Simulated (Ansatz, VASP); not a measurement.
TePt: VASP beside Ansatz

Contents of INCAR:

```
SYSTEM = TePt
PREC = Accurate
ENCUT = 520
EDIFF = 1E-7
ISMEAR = 0
SIGMA = 0.15
LREAL = .False.
LASPH = .True.
NELM = 100
ALGO = Normal
ISIF = 2
LWAVE = .False.
LCHARG = .False.
GGA = PS
NBANDS = 24
```

The input KPOINTS:

```
regular mesh
0
Gamma
  12 12 10
  0 0 0
```

Contents of POSCAR:

```
TePt
1.0
    3.7821198268      0.0000000000      0.0000000000
   -1.8910599134      3.2754118502      0.0000000000
    0.0000000000      0.0000000000      5.6638400000
Te Pt
2 2
Direct
    0.3333333333      0.6666666667      0.2500000000
    0.6666666667      0.3333333333      0.7500000000
    0.0000000000      0.0000000000      0.0000000000
    0.0000000000      0.0000000000      0.5000000000
```

Input for Ansatz:

```yaml
crystal:
  lattice:
    - [3.7821198268, 0.0, 0.0]
    - [-1.8910599134, 3.2754118502, 0.0]
    - [0.0, 0.0, 5.66384]
  atoms:
    - { symbol: Te, position: [0.3333333333, 0.6666666667, 0.25] }
    - { symbol: Te, position: [0.6666666667, 0.3333333333, 0.75] }
    - { symbol: Pt, position: [0.0, 0.0, 0.0] }
    - { symbol: Pt, position: [0.0, 0.0, 0.5] }
basis:
  ecutwfc: 420
kpoints:
  mp_grid: { grid: [12, 12, 10] }
hamiltonian:
  xc: pbesol
scf:
  occupations: { method: gaussian, width: 0.15 }
output:
  forces: true
  stress: true
  eigenvalues: true
```

Change from the starting cell: strain -0.080 along x and y, +0.040 along z, atoms carried along.

Alike in both runs: task single point; functional PBEsol; k mesh 12 × 12 × 10; occupations gaussian, width 0.15 eV; no spin polarisation.

|  | VASP | Ansatz |
| --- | --- | --- |
| version | VASP 6.6.1 | Ansatz 0.2.0 |
| potentials or method | VASP PAW PBE potentials, release 64 (Te, Pt), cutoff 520 eV | scalar-relativistic, plane waves, PAW |
| valence electrons in the cell | 32 | 68 |

```csv
,VASP,Ansatz,Ansatz less VASP
gap on the k mesh at the Fermi level (eV),none,none,-
pressure (GPa),44.5,44.4,-0.15
"traceless stress, the component that is largest in VASP (GPa)",-8.13,-8.11,+0.019
```

VASP's potentials were made for PBE, not for PBEsol. A gap of «none» marks a metal or a gap that the smearing closes. Both programs put the cell under a high pressure, so it lies far from rest at this level. With one functional, cell and mesh, what is left measures potentials, basis and numerics. VASP's potentials hold 32 valence electrons a cell and Ansatz's 68, so a difference there can come from the potentials and not from the codes.

Spin-orbit coupling is off throughout.
